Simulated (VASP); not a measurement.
# Ge2As3 (P6/mmm) in VASP: notebook

Runs on Ge2As3. Level: PBE. Tasks: single point, relaxation of cell and atoms.

Everything below comes from runs of VASP 6.6.1. Logs are shortened: lines on timing, memory, paths and dates and some standing lists are left out, and cuts for length are marked.

### 1 The cell of the first run

Symmetry: P6/mmm, No. 191, hexagonal system. Conventional cell: a = 4.258 Å, b = 4.258 Å, c = 8.282 Å, α = 90.00°, β = 90.00°, γ = 120.00°. Within 2.7 Å of Ge (site symmetry 6mm) lie 1 As at 2.03 Å. As (site symmetry -6m2) has 3 As at 2.46 Å within 3.2 Å. As (site symmetry 6/mmm) has 2 Ge at 2.03 Å within 2.7 Å.

### 2 Single point, PBE

INCAR

```
SYSTEM = Ge2As3
ALGO = Normal
EDIFF = 1E-6
ENCUT = 520
GGA = PE
ISIF = 2
ISMEAR = 0
LASPH = .True.
LCHARG = .True.
LELF = .True.
LREAL = .False.
LVHAR = .True.
LWAVE = .False.
NBANDS = 30
NELM = 100
PREC = Accurate
SIGMA = 0.1
```

KPOINTS

```
k-points
0
Gamma
  6 6 2
  0 0 0
```

POSCAR

```
Ge2As3
1.0
    4.2582237200      0.0000000000      0.0000000000
   -2.1291118600      3.6877299100      0.0000000000
    0.0000000000      0.0000000000      8.2818836600
Ge As
2 3
Direct
    0.0000000000      0.0000000000      0.2554678100
    0.0000000000      0.0000000000      0.7445321900
    0.3333333300      0.6666666700      0.0000000000
    0.6666666700      0.3333333300      0.0000000000
    0.0000000000      0.0000000000      0.5000000000
```

Potentials or basis: VASP PAW PBE potentials, release 64 (Ge_d, As).

Launch:

```
$ cat potpaw_PBE.64/Ge_d/POTCAR potpaw_PBE.64/As/POTCAR > POTCAR
$ mpirun -np 1 vasp_std > vasp.out
```

OUTCAR:

```text
SYSTEM = Ge2As3
   EDIFF = 1E-6
   ENCUT = 520
   GGA = PE
   ISIF = 2
   ISMEAR = 0
   LASPH = .True.
   LREAL = .False.
   NELM = 100
   PREC = Accurate

 ion  position               nearest neighbor table
   1  0.000  0.000  0.255-   5 2.03
   2  0.000  0.000  0.745-   5 2.03
   3  0.333  0.667  0.000-   4 2.46   4 2.46   4 2.46
   4  0.667  0.333  0.000-   3 2.46   3 2.46   3 2.46
   5  0.000  0.000  0.500-   1 2.03   2 2.03

  LATTYP: Found a hexagonal cell.
 ALAT       =     4.2582237200
 C/A-ratio  =     1.9449151112

  Lattice vectors:

 A1 = (   4.2582237200,   0.0000000000,   0.0000000000)
 A2 = (  -2.1291118600,   3.6877299100,   0.0000000000)
 A3 = (   0.0000000000,   0.0000000000,   8.2818836600)

Analysis of symmetry for initial positions (statically):
=====================================================================
 Subroutine PRICEL returns:
 Original cell was already a primitive cell.

 Routine SETGRP: Setting up the symmetry group for a
 hexagonal supercell.

 Subroutine GETGRP returns: Found 24 space group operations
 (whereof 24 operations were pure point group operations)
 out of a pool of 24 trial point group operations.

The static configuration has the point symmetry D_6h.

Analysis of symmetry for dynamics (positions and initial velocities):
=====================================================================
 Subroutine PRICEL returns:
 Original cell was already a primitive cell.

 Routine SETGRP: Setting up the symmetry group for a
 hexagonal supercell.

 Subroutine GETGRP returns: Found 24 space group operations
 (whereof 24 operations were pure point group operations)
 out of a pool of 24 trial point group operations.

The dynamic configuration has the point symmetry D_6h.

 Subroutine INISYM returns: Found 24 space group operations
 (whereof 24 operations are pure point group operations),
 and found     1 'primitive' translations

----------------------------------------------------------------------------------------

                                     Primitive cell

  volume of cell :     130.0519

  direct lattice vectors                    reciprocal lattice vectors
     4.258223720  0.000000000  0.000000000     0.234839704  0.135584767  0.000000000
    -2.129111860  3.687729910  0.000000000     0.000000000  0.271169534  0.000000000
     0.000000000  0.000000000  8.281883660     0.000000000  0.000000000  0.120745478

  length of vectors
     4.258223720  4.258223714  8.281883660     0.271169533  0.271169534  0.120745478

  position of ions in fractional coordinates (direct lattice)
     0.000000000  0.000000000  0.255467810
     0.000000000  0.000000000  0.744532190
     0.333333330  0.666666670  0.000000000
     0.666666670  0.333333330  0.000000000
     0.000000000  0.000000000  0.500000000

  ion indices of the primitive-cell ions
   primitive index   ion index
                 1           1
                 2           2
                 3           3
                 4           4
                 5           5

----------------------------------------------------------------------------------------

 KPOINTS: k-points

Automatic generation of k-mesh.
 Grid dimensions read from file:
 generate k-points for:    6    6    2

 Generating k-lattice:

  Cartesian coordinates                     Fractional coordinates (reciprocal lattice)
     0.039139951  0.022597461  0.000000000     0.166666667  0.000000000  0.000000000
     0.000000000  0.045194922  0.000000000     0.000000000  0.166666667  0.000000000
     0.000000000  0.000000000  0.060372739     0.000000000  0.000000000  0.500000000

  Length of vectors
     0.045194922  0.045194922  0.060372739

  Shift w.r.t. Gamma in fractional coordinates (k-lattice)
     0.000000000  0.000000000  0.000000000

 Subroutine IBZKPT returns following result:
 ===========================================

 Found     14 irreducible k-points:

 Following reciprocal coordinates:
            Coordinates               Weight
  0.000000  0.000000  0.000000      1.000000
  0.166667 -0.000000  0.000000      6.000000
  0.333333  0.000000  0.000000      6.000000
  0.500000  0.000000  0.000000      3.000000
  0.166667  0.166667  0.000000      6.000000
  0.333333  0.166667  0.000000     12.000000
  0.333333  0.333333  0.000000      2.000000
  0.000000  0.000000  0.500000      1.000000
  0.166667 -0.000000  0.500000      6.000000
  0.333333  0.000000  0.500000      6.000000
  0.500000  0.000000  0.500000      3.000000
  0.166667  0.166667  0.500000      6.000000
  0.333333  0.166667  0.500000     12.000000
  0.333333  0.333333  0.500000      2.000000
   k-points           NKPTS =     14   k-points in BZ     NKDIM =     14   number of bands    NBANDS=     30
   number of dos      NEDOS =    301   number of ions     NIONS =      5
   total plane-waves  NPLWV =  65536
   dimension x,y,z NGX =    32 NGY =   32 NGZ =   64
   dimension x,y,z NGXF=    64 NGYF=   64 NGZF=  128
   ions per type =               2   3
   NGX,Y,Z   is equivalent  to a cutoff of  12.49, 12.49, 12.85 a.u.
   NGXF,Y,Z  is equivalent  to a cutoff of  24.99, 24.99, 25.69 a.u.
 SYSTEM =  Ge2As3
   PREC   = accura    normal or accurate (medium, high low for compatibility)
   ISTART =      0    job   : 0-new  1-cont  2-samecut
   ICHARG =      2    charge: 1-file 2-atom 10-const
   ISPIN  =      1    spin polarized calculation?
   LNONCOLLINEAR =      F non collinear calculations
   LSORBIT =      F    spin-orbit coupling
   LASPH  =      T    aspherical Exc in radial PAW
   ENCUT  =  520.0 eV  38.22 Ry    6.18 a.u.   7.92  7.92 15.40*2*pi/ulx,y,z
   NELM   =    100;   NELMIN=  2; NELMDL= -5     # of ELM steps
   EDIFF  = 0.1E-05   stopping-criterion for ELM
   LREAL  =      F    real-space projection
   EDIFFG = 0.1E-04   stopping-criterion for IOM
   NSW    =      0    number of steps for IOM
   IBRION =     -1    ionic relax: 0-MD 1-quasi-New 2-CG
   NFREE  =      0    steps in history (QN), initial steepest desc. (CG)
   ISIF   =      2    stress and relaxation
   ISYM   =      2    0-nonsym 1-usesym 2-fastsym
   POTIM  = 0.5000    time-step for ionic-motion
   TEBEG  =    0.0;   TEEND  =   0.0 temperature during run
   PSTRESS=    0.0 pullay stress
   NELECT =      43.0000    total number of electrons
   NUPDOWN=      -1.0000    fix difference up-down
   EMIN   =  10.00;   EMAX   =-10.00  energy-range for DOS
   EFERMI =   0.00;   METHOD = LEGACY
   ISMEAR =     0;   SIGMA  =   0.10  broadening in eV -4-tet -1-fermi 0-gaus
   EFERMI_NEDOS =   21; number of points for ismear=-14 and -15
   IALGO  =     38    algorithm
   IMIX   =      4    mixing-type and parameters
     AMIX     =   0.40;   BMIX     =  1.00
     AMIX_MAG =   1.60;   BMIX_MAG =  1.00
  volume/ion in A,a.u.               =      26.01       175.53
  Fermi-wavevector in a.u.,A,eV,Ry     =   1.132032  2.139231 17.435821  1.281497
  Thomas-Fermi vector in A             =   2.268732
   LORBIT       =      0    0 simple, 1 ext, 2 COOP (PROOUT), +10 PAW based schemes
   GGA     = PE    functional components
   LHFCALC =     F    Hartree Fock is set to
   AEXX    =    0.0000 exact exchange contribution
   IVDW    =     0    specifies the selected vdW correction
   LEPSILON=     F    determine dielectric tensor
   LRPA    =     F    only Hartree local field effects (RPA)
 non-spin polarized calculation
 Gauss-broadening in eV      SIGMA  =   0.10
  energy-cutoff  :      520.00
  volume of cell :      130.05
 maximum number of plane-waves:      3524
 NGX is ok and might be reduce to    32
   NGX = 15   NGY = 15   NGZ = 31

 number of electron      43.0000019 magnetization

 Free energy of the ion-electron system (eV)
  ---------------------------------------------------
  ext. energy  EPLUGINS =         0.00000000
  ---------------------------------------------------
  free energy    TOTEN  =       -17.78305264 eV

  energy without entropy =      -17.77678581  energy(sigma->0) =      -17.77991922

 E-fermi :   3.2170     XC(G=0):  -9.0813

 val. band max:        3.1672604720   @ k =   0.1667  -0.0000   0.0000
 cond. band min:       3.3716481747   @ k =   0.1667   0.1667   0.5000
 fundamental gap:      0.2043877027
 Fermi energy:         3.2170371905

 k-point     1 :       0.0000    0.0000    0.0000
  band No.  band energies     occupation
      1     -21.4104      2.00000
      2     -21.4066      2.00000
      3     -21.3039      2.00000
      4     -21.3039      2.00000
      5     -21.2978      2.00000
      6     -21.2978      2.00000
[... 22 lines left out ...]
     29       9.0853      0.00000
     30       9.0861      0.00000

 k-point     2 :       0.1667   -0.0000    0.0000
  band No.  band energies     occupation
      1     -21.4101      2.00000
      2     -21.4063      2.00000
      3     -21.3043      2.00000
      4     -21.3040      2.00000
      5     -21.2980      2.00000
      6     -21.2978      2.00000
[... 22 lines left out ...]
     29       8.4773      0.00000
     30       8.8587      0.00000

 k-point     3 :       0.3333    0.0000    0.0000
  band No.  band energies     occupation
      1     -21.4097      2.00000
      2     -21.4059      2.00000
      3     -21.3050      2.00000
      4     -21.3041      2.00000
      5     -21.2985      2.00000
      6     -21.2979      2.00000
[... 22 lines left out ...]
     29       8.5658      0.00000
     30       9.4978      0.00000

 k-point     4 :       0.5000    0.0000    0.0000
  band No.  band energies     occupation
      1     -21.4094      2.00000
      2     -21.4057      2.00000
      3     -21.3054      2.00000
      4     -21.3042      2.00000
      5     -21.2988      2.00000
      6     -21.2980      2.00000
[... 286 lines left out ...]
     29       9.1357      0.00000
     30       9.3329      0.00000

 k-point    13 :       0.3333    0.1667    0.5000
  band No.  band energies     occupation
      1     -21.4081      2.00000
      2     -21.4070      2.00000
      3     -21.3044      2.00000
      4     -21.3038      2.00000
      5     -21.2994      2.00000
      6     -21.2987      2.00000
[... 22 lines left out ...]
     29       9.4867      0.00000
     30       9.6216      0.00000

 k-point    14 :       0.3333    0.3333    0.5000
  band No.  band energies     occupation
      1     -21.4080      2.00000
      2     -21.4069      2.00000
      3     -21.3042      2.00000
      4     -21.3042      2.00000
      5     -21.2992      2.00000
      6     -21.2992      2.00000
[... 22 lines left out ...]
     29       9.2496      0.00000
     30      11.0197      0.00000

------------------------ aborting loop because EDIFF is reached ----------------------------------------

  FORCE on cell =-STRESS in cart. coord.  units (eV):
  Direction    XX          YY          ZZ          XY          YZ          ZX
  --------------------------------------------------------------------------------------
  -------------------------------------------------------------------------------------
  Total        3.6551293      3.6551293     24.4965087      0.0000000      0.0000000      0.0000000
  in kB       45.0294478     45.0294476    301.7852908      0.0000000      0.0000000      0.0000000
  external PRESSURE =     130.6147287 kB  Pullay stress =       0.0000000 kB

 VOLUME and BASIS-vectors are now :
 -----------------------------------------------------------------------------
  energy-cutoff  :      520.00
  volume of cell :      130.05
      direct lattice vectors                 reciprocal lattice vectors
     4.258223720  0.000000000  0.000000000     0.234839704  0.135584767  0.000000000
    -2.129111860  3.687729910  0.000000000     0.000000000  0.271169534  0.000000000
     0.000000000  0.000000000  8.281883660     0.000000000  0.000000000  0.120745478

 POSITION                                       TOTAL-FORCE (eV/Angst)
 -----------------------------------------------------------------------------------
      0.00000      0.00000      2.11575        -0.000000     -0.000000     -5.985107
      0.00000      0.00000      6.16613         0.000000      0.000000      5.985107
     -0.00000      2.45849      0.00000        -0.000000     -0.000000      0.000000
      2.12911      1.22924      0.00000         0.000000     -0.000000      0.000000
      0.00000      0.00000      4.14094        -0.000000     -0.000000      0.000000
 -----------------------------------------------------------------------------------
    total drift:                               -0.000000      0.000000      0.000000

  FREE ENERGIE OF THE ION-ELECTRON SYSTEM (eV)
  ---------------------------------------------------
  free  energy   TOTEN  =       -17.7830526356 eV

  energy  without entropy=      -17.7767858133  energy(sigma->0) =      -17.77991922
```

It took 82 s on 1 thread of AMD EPYC 7R13, shared host; peak memory 0.22 GiB.

Results:

```
Free energy   : -17.7831 eV
Pressure      : 13.1 GPa
Largest force : 5.985 eV/Å
```

Forces in eV/Å, atoms in the order of the input:
```
Ge   0.000  0.000 -5.985
Ge   0.000  0.000  5.985
As   0.000  0.000  0.000
As   0.000  0.000  0.000
As   0.000  0.000  0.000
```

Levels at points of the mesh, in eV from the Fermi level:
| k point | band 19 | band 20 | band 21 | band 22 | band 23 | band 24 |
| --- | --- | --- | --- | --- | --- | --- |
| (0.00, 0.00, 0.00) | -1.25 | -1.25 | 0.67 | 0.67 | 1.28 | 1.59 |
| (0.50, 0.00, 0.00) | -2.59 | -1.27 | -0.91 | 0.49 | 0.70 | 1.90 |
| (0.00, 0.00, 0.50) | -0.96 | -0.96 | -0.86 | -0.29 | -0.29 | 2.39 |
| (0.50, 0.00, 0.50) | -1.75 | -1.51 | -0.50 | -0.13 | 1.02 | 1.66 |

Caveat: the k points lie up to 0.38 Å⁻¹ apart; forces of over 1 eV/Å act on the atoms, so gaps and moduli don't describe the material at rest.

### 3 Single point, PBE

This run uses another cell than the first one, of 29.19 Å³/atom, 1.122 times its volume.

INCAR

```
ALGO = Normal
EDIFF = 1E-7
ENCUT = 520
GGA = PE
ISIF = 2
ISMEAR = 0
LASPH = T
LCHARG = F
LREAL = F
LWAVE = F
NBANDS = 30
NELM = 60
PREC = Accurate
SIGMA = 0.1
```

KPOINTS

```
k-points
0
Gamma
  6 6 2
```

POSCAR

```
Ge2As3
1.0
    4.5666451923      0.0000000000      0.0000000000
   -2.2833225961      3.9548307466      0.0000000000
    0.0000000000      0.0000000000      8.0822037007
Ge As
2 3
Direct
    0.0000000000      0.0000000000      0.2071205615
    0.0000000000      0.0000000000      0.7928794385
    0.3333333333      0.6666666667      0.0000000000
    0.6666666667      0.3333333333      0.0000000000
    0.0000000000      0.0000000000      0.5000000000
```

Potentials or basis: VASP PAW PBE potentials, release 64 (Ge_d, As).

Launch:

```
$ cat potpaw_PBE.64/Ge_d/POTCAR potpaw_PBE.64/As/POTCAR > POTCAR
$ mpirun -np 1 vasp_std > vasp.out
```

OUTCAR:

```text
EDIFF = 1E-7
   ENCUT = 520
   GGA = PE
   ISIF = 2
   ISMEAR = 0
   LASPH = T
   LREAL = F
   NELM = 60
   PREC = Accurate

 ion  position               nearest neighbor table
   1  0.000  0.000  0.207-   5 2.37
   2  0.000  0.000  0.793-   5 2.37
   3  0.333  0.667  0.000-   4 2.64   4 2.64   4 2.64
   4  0.667  0.333  0.000-   3 2.64   3 2.64   3 2.64
   5  0.000  0.000  0.500-   1 2.37   2 2.37

[... 652 lines left out ...]
  Direction    XX          YY          ZZ          XY          YZ          ZX
  --------------------------------------------------------------------------------------
  -------------------------------------------------------------------------------------
  Total        0.1363241      0.1363241      0.1176974      0.0000000     -0.0000000     -0.0000000
  in kB        1.4963334      1.4963334      1.2918805      0.0000000     -0.0000000     -0.0000000
  external PRESSURE =       1.4281824 kB  Pullay stress =       0.0000000 kB

 VOLUME and BASIS-vectors are now :
 -----------------------------------------------------------------------------
  energy-cutoff  :      520.00
  volume of cell :      145.97
      direct lattice vectors                 reciprocal lattice vectors
     4.566645192  0.000000000  0.000000000     0.218979132  0.126427661  0.000000000
    -2.283322596  3.954830747  0.000000000     0.000000000  0.252855322  0.000000000
     0.000000000  0.000000000  8.082203701     0.000000000  0.000000000  0.123728631

 POSITION                                       TOTAL-FORCE (eV/Angst)
 -----------------------------------------------------------------------------------
      0.00000      0.00000      1.67399        -0.000000      0.000000     -0.025559
      0.00000      0.00000      6.40821        -0.000000     -0.000000      0.025559
     -0.00000      2.63655      0.00000         0.000000      0.000000      0.000000
      2.28332      1.31828      0.00000         0.000000      0.000000      0.000000
      0.00000      0.00000      4.04110         0.000000      0.000000      0.000000
 -----------------------------------------------------------------------------------
    total drift:                               -0.000000     -0.000000      0.000000

  FREE ENERGIE OF THE ION-ELECTRON SYSTEM (eV)
  ---------------------------------------------------
  free  energy   TOTEN  =       -19.6191680387 eV

  energy  without entropy=      -19.6013879942  energy(sigma->0) =      -19.61027802
```

stdout:

```text
POSCAR found type information on POSCAR GeAs
 POSCAR found :  2 types and       5 ions
 scaLAPACK will be used
 LDA part: xc-table for (Slater+PW92), standard interpolation
 POSCAR, INCAR and KPOINTS ok, starting setup
 FFT: planning ... GRIDC
 FFT: planning ... GRID_SOFT
 FFT: planning ... GRID
 WAVECAR not read
 entering main loop
```

It took 1.9 min on 1 thread of AMD EPYC 7R13, shared host; peak memory 0.25 GiB.

What came out:

| Quantity | Value |
| --- | --- |
| Free energy | -19.6192 eV |
| Pressure | 0.1 GPa |
| Largest force | 0.026 eV/Å |

Forces on the atoms (eV/Å):
```
Ge   0.000  0.000 -0.026
Ge   0.000  0.000  0.026
As   0.000  0.000  0.000
As   0.000  0.000  0.000
As   0.000  0.000  0.000
```

Caveat: the k points lie up to 0.39 Å⁻¹ apart.

[end of part 1 of 2]
